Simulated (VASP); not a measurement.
# HfB (I4/mmm) in VASP: a series of runs, part 2 of 2

VASP 6.6.1.

### Step 5. Single point, PBEsol (strain -0.040 along x and y, -0.080 along z)

INCAR

```
ALGO = Normal ; EDIFF = 1E-6
ENCUT = 520 ; GGA = PS
ISIF = 2 ; ISMEAR = 0
LASPH = T ; LCHARG = T
LELF = T ; LREAL = F
LVHAR = T ; LWAVE = F
NBANDS = 14 ; NELM = 100
PREC = Accurate ; SIGMA = 0.15
```

KPOINTS

```
k-points
0
Gamma
  18 18 18
```

POSCAR

```
HfB
1.0
    0.0000000000      2.2176000000      2.1252000000
    2.2176000000      0.0000000000      2.1252000000
    2.2176000000      2.2176000000      0.0000000000
Hf B
1 1
Direct
    0.5000000000      0.5000000000      0.5000000000
    0.0000000000      0.0000000000      0.0000000000
```

Potentials or basis: VASP PAW PBE potentials, release 64 (Hf_pv, B).

On the command line:

```
> cat potpaw_PBE.64/Hf_pv/POTCAR potpaw_PBE.64/B/POTCAR > POTCAR
> mpirun -np 1 vasp_std > vasp.out
```

OUTCAR:

```text
EDIFF = 1E-6
   ENCUT = 520
   GGA = PS
   ISIF = 2
   ISMEAR = 0
   LASPH = T
   LREAL = F
   NELM = 100
   PREC = Accurate

 ion  position               nearest neighbor table
   1  0.500  0.500  0.500-   2 2.13   2 2.13   2 2.22   2 2.22   2 2.22   2 2.22
   2  0.000  0.000  0.000-   1 2.13   1 2.13   1 2.22   1 2.22   1 2.22   1 2.22

  LATTYP: Found a body centered tetragonal cell.
 ALAT       =     3.1361599959
 C/A-ratio  =     1.3552879973

  Lattice vectors:

 A1 = (   0.0000000000,  -2.2176000000,  -2.1252000000)
 A2 = (   0.0000000000,   2.2176000000,  -2.1252000000)
 A3 = (   2.2176000000,   0.0000000000,   2.1252000000)

Analysis of symmetry for initial positions (statically):
=====================================================================
 Subroutine PRICEL returns:
 Original cell was already a primitive cell.

 Routine SETGRP: Setting up the symmetry group for a
 body centered tetragonal supercell.

 Subroutine GETGRP returns: Found 16 space group operations
 (whereof 16 operations were pure point group operations)
 out of a pool of 16 trial point group operations.

The static configuration has the point symmetry D_4h.

Analysis of symmetry for dynamics (positions and initial velocities):
=====================================================================
 Subroutine PRICEL returns:
 Original cell was already a primitive cell.

 Routine SETGRP: Setting up the symmetry group for a
 body centered tetragonal supercell.

 Subroutine GETGRP returns: Found 16 space group operations
 (whereof 16 operations were pure point group operations)
 out of a pool of 16 trial point group operations.

The dynamic configuration has the point symmetry D_4h.

 Subroutine INISYM returns: Found 16 space group operations
 (whereof 16 operations are pure point group operations),
 and found     1 'primitive' translations

----------------------------------------------------------------------------------------

                                     Primitive cell

  volume of cell :      20.9024

  direct lattice vectors                    reciprocal lattice vectors
     0.000000000  2.217600000  2.125200000    -0.225468975  0.225468975  0.235271974
     2.217600000  0.000000000  2.125200000     0.225468975 -0.225468975  0.235271974
     2.217600000  2.217600000  0.000000000     0.225468975  0.225468975 -0.235271974

  length of vectors
     3.071518322  3.071518322  3.136159996     0.396264331  0.396264331  0.396264331

  position of ions in fractional coordinates (direct lattice)
     0.500000000  0.500000000  0.500000000
     0.000000000  0.000000000  0.000000000

  ion indices of the primitive-cell ions
   primitive index   ion index
                 1           1
                 2           2

----------------------------------------------------------------------------------------

 KPOINTS: k-points

Automatic generation of k-mesh.
 Grid dimensions read from file:
 generate k-points for:   18   18   18

 Generating k-lattice:

  Cartesian coordinates                     Fractional coordinates (reciprocal lattice)
    -0.012526054  0.012526054  0.013070665     0.055555556  0.000000000  0.000000000
     0.012526054 -0.012526054  0.013070665     0.000000000  0.055555556  0.000000000
[... 42 lines left out ...]
   total plane-waves  NPLWV =  13824
   dimension x,y,z NGX =    24 NGY =   24 NGZ =   24
   dimension x,y,z NGXF=    48 NGYF=   48 NGZF=   48
   ions per type =               1   1
   NGX,Y,Z   is equivalent  to a cutoff of  12.99, 12.99, 12.72 a.u.
   NGXF,Y,Z  is equivalent  to a cutoff of  25.98, 25.98, 25.44 a.u.
 SYSTEM =  unknown system
   PREC   = accura    normal or accurate (medium, high low for compatibility)
   ISTART =      0    job   : 0-new  1-cont  2-samecut
   ICHARG =      2    charge: 1-file 2-atom 10-const
   ISPIN  =      1    spin polarized calculation?
   LNONCOLLINEAR =      F non collinear calculations
   LSORBIT =      F    spin-orbit coupling
   LASPH  =      T    aspherical Exc in radial PAW
   ENCUT  =  520.0 eV  38.22 Ry    6.18 a.u.   5.71  5.71  5.83*2*pi/ulx,y,z
   NELM   =    100;   NELMIN=  2; NELMDL= -5     # of ELM steps
   EDIFF  = 0.1E-05   stopping-criterion for ELM
   LREAL  =      F    real-space projection
   EDIFFG = 0.1E-04   stopping-criterion for IOM
   NSW    =      0    number of steps for IOM
   IBRION =     -1    ionic relax: 0-MD 1-quasi-New 2-CG
   NFREE  =      0    steps in history (QN), initial steepest desc. (CG)
   ISIF   =      2    stress and relaxation
   ISYM   =      2    0-nonsym 1-usesym 2-fastsym
   POTIM  = 0.5000    time-step for ionic-motion
   TEBEG  =    0.0;   TEEND  =   0.0 temperature during run
   PSTRESS=    0.0 pullay stress
   NELECT =      13.0000    total number of electrons
   NUPDOWN=      -1.0000    fix difference up-down
   EMIN   =  10.00;   EMAX   =-10.00  energy-range for DOS
   EFERMI =   0.00;   METHOD = LEGACY
   ISMEAR =     0;   SIGMA  =   0.15  broadening in eV -4-tet -1-fermi 0-gaus
   EFERMI_NEDOS =   21; number of points for ismear=-14 and -15
   IALGO  =     38    algorithm
   IMIX   =      4    mixing-type and parameters
     AMIX     =   0.40;   BMIX     =  1.00
     AMIX_MAG =   1.60;   BMIX_MAG =  1.00
  volume/ion in A,a.u.               =      10.45        70.53
  Fermi-wavevector in a.u.,A,eV,Ry     =   1.397410  2.640722 26.568844  1.952755
  Thomas-Fermi vector in A             =   2.520669
   LORBIT       =      0    0 simple, 1 ext, 2 COOP (PROOUT), +10 PAW based schemes
   GGA     = PS    functional components
   LHFCALC =     F    Hartree Fock is set to
   AEXX    =    0.0000 exact exchange contribution
   IVDW    =     0    specifies the selected vdW correction
   LEPSILON=     F    determine dielectric tensor
   LRPA    =     F    only Hartree local field effects (RPA)
 non-spin polarized calculation
 Gauss-broadening in eV      SIGMA  =   0.15
  energy-cutoff  :      520.00
  volume of cell :       20.90
 maximum number of plane-waves:       576
   NGX = 11   NGY = 11   NGZ = 11

 number of electron      13.0000002 magnetization

 Free energy of the ion-electron system (eV)
  ---------------------------------------------------
  ext. energy  EPLUGINS =         0.00000000
  ---------------------------------------------------
  free energy    TOTEN  =       -16.95361951 eV

  energy without entropy =      -16.94288072  energy(sigma->0) =      -16.94825012

 E-fermi :   6.1305     XC(G=0): -13.2068

 val. band max:        6.1301993114   @ k =   0.3333  -0.0000   0.1111
 cond. band min:       6.1311787274   @ k =  -0.2222   0.3333   0.2222
 fundamental gap:      0.0009794160
 Fermi energy:         6.1304635604

 k-point     1 :       0.0000    0.0000    0.0000
  band No.  band energies     occupation
      1     -21.3241      2.00000
      2     -21.2451      2.00000
      3     -21.2451      2.00000
      4      -3.9137      2.00000
      5       8.1957      0.00000
      6       8.1957      0.00000
      7       8.8172      0.00000
      8      10.4578      0.00000
      9      10.4578      0.00000
     10      10.6155      0.00000
     11      10.9856      0.00000
     12      11.1901      0.00000
     13      18.4542      0.00000
     14      21.9242      0.00000
[... 377 lines left out ...]
      1     -21.9110      2.00000
      2     -21.3979      2.00000
      3     -21.3109      2.00000
      4      -2.0116      2.00000
      5       5.1577      2.00000
      6       5.7760      1.99917
      7       6.3382      0.05016
      8       9.9528      0.00000
      9      11.1117      0.00000
     10      12.2530      0.00000
     11      16.9275      0.00000
     12      17.7078      0.00000
     13      21.7455      0.00000
     14      22.2952      0.00000

 [... further k-points ...]

------------------------ aborting loop because EDIFF is reached ----------------------------------------

  FORCE on cell =-STRESS in cart. coord.  units (eV):
  Direction    XX          YY          ZZ          XY          YZ          ZX
  --------------------------------------------------------------------------------------
  -------------------------------------------------------------------------------------
  Total        9.6160308      9.6160308     13.9301582      0.0000000     -0.0000000      0.0000000
  in kB      737.0724848    737.0724848   1067.7520178      0.0000000     -0.0000000      0.0000000
  external PRESSURE =     847.2989958 kB  Pullay stress =       0.0000000 kB

 VOLUME and BASIS-vectors are now :
 -----------------------------------------------------------------------------
  energy-cutoff  :      520.00
  volume of cell :       20.90
      direct lattice vectors                 reciprocal lattice vectors
     0.000000000  2.217600000  2.125200000    -0.225468975  0.225468975  0.235271974
     2.217600000  0.000000000  2.125200000     0.225468975 -0.225468975  0.235271974
     2.217600000  2.217600000  0.000000000     0.225468975  0.225468975 -0.235271974

 POSITION                                       TOTAL-FORCE (eV/Angst)
 -----------------------------------------------------------------------------------
      2.21760      2.21760      2.12520         0.000000     -0.000000     -0.000000
      0.00000      0.00000      0.00000         0.000000      0.000000      0.000000
 -----------------------------------------------------------------------------------
    total drift:                                0.000000     -0.000000      0.000000

  FREE ENERGIE OF THE ION-ELECTRON SYSTEM (eV)
  ---------------------------------------------------
  free  energy   TOTEN  =       -16.9536195081 eV

  energy  without entropy=      -16.9428807223  energy(sigma->0) =      -16.94825012
```

OSZICAR:

```text
N       E                     dE             d eps       ncg     rms          rms(c)
DAV:   1     0.243782140358E+02    0.24378E+02   -0.71545E+03 13504   0.895E+02
DAV:   2    -0.174510026083E+02   -0.41829E+02   -0.39644E+02 16616   0.202E+02
DAV:   3    -0.183982792173E+02   -0.94728E+00   -0.94233E+00 16794   0.212E+01
DAV:   4    -0.184005540682E+02   -0.22749E-02   -0.22747E-02 15746   0.128E+00
DAV:   5    -0.184005616971E+02   -0.76289E-05   -0.76285E-05 17104   0.669E-02    0.865E+01
DAV:   6    -0.170399526410E+02    0.13606E+01   -0.20338E+00 17646   0.913E+00    0.537E+01
DAV:   7    -0.170164295841E+02    0.23523E-01   -0.12876E+00 17472   0.647E+00    0.669E+00
DAV:   8    -0.169533062418E+02    0.63123E-01   -0.19964E-01 15252   0.292E+00    0.370E-01
DAV:   9    -0.169536232010E+02   -0.31696E-03   -0.54334E-03 16200   0.587E-01    0.221E-01
DAV:  10    -0.169536210923E+02    0.21086E-05   -0.61874E-05 16332   0.539E-02    0.164E-01
DAV:  11    -0.169536195694E+02    0.15229E-05   -0.10568E-05 16296   0.199E-02    0.435E-03
DAV:  12    -0.169536195081E+02    0.61268E-07   -0.51497E-07  9438   0.511E-03
   1 F= -.16953620E+02 E0= -.16948250E+02  d E =-.107388E-01
```

stdout:

```text
POSCAR found type information on POSCAR HfB
 POSCAR found :  2 types and       2 ions
 scaLAPACK will be used
 -----------------------------------------------------------------------------
|                                                                             |
|                                                                             |
|     You enforced a specific xc type in the INCAR file but a different       |
|     I HOPE YOU KNOW WHAT YOU ARE DOING!                                     |
|                                                                             |
 -----------------------------------------------------------------------------

 LDA part: xc-table for (Slater+PW92), standard interpolation
 POSCAR, INCAR and KPOINTS ok, starting setup
 FFT: planning ... GRIDC
 FFT: planning ... GRID_SOFT
 FFT: planning ... GRID
 WAVECAR not read
 entering main loop
```

Wall time 58 s (1 thread of Intel Xeon Platinum 8375C at 2.90GHz (Ice Lake), shared host); peak memory 0.26 GiB.

What came out:

```yaml
Free_energy: -16.9536 eV
Pressure: 84.7 GPa
```

Caveat: the cell differs from its parent crystal (strain -0.040 along x and y, -0.080 along z); the PAW data sets were made with another functional, which shifts forces and pressure a little; spin-orbit coupling is left out, which moves the levels of the heavy elements.

### Step 6. Summary

```csv
cell,gap on the mesh (eV),pressure (GPa)
"a = 3.139, b = 3.139, c = 3.267 Å, angles 58.6, 58.6, 62.7°, 2 atoms",none,52.7
"a = 3.207, b = 3.207, c = 3.398 Å, angles 58.0, 58.0, 64.0°, 2 atoms",none,30.1
"a = 3.277, b = 3.277, c = 3.528 Å, angles 57.4, 57.4, 65.1°, 2 atoms",none,14.2
"a = 3.072, b = 3.072, c = 3.136 Å, angles 59.3, 59.3, 61.4°, 2 atoms",none,84.7
```

Alike in all rows: task single point; level PBEsol; potentials or basis VASP PAW PBE potentials, release 64 (Hf_pv, B); no spin polarisation; k mesh 18 × 18 × 18; cutoff (eV) 520; smearing gaussian 0.15 eV.

Caveats: the PAW data sets were made with another functional, which shifts forces and pressure a little; spin-orbit coupling is left out, which moves the levels of the heavy elements.

Total energies depend on the potentials used, so only differences within one code and one set of settings carry meaning.
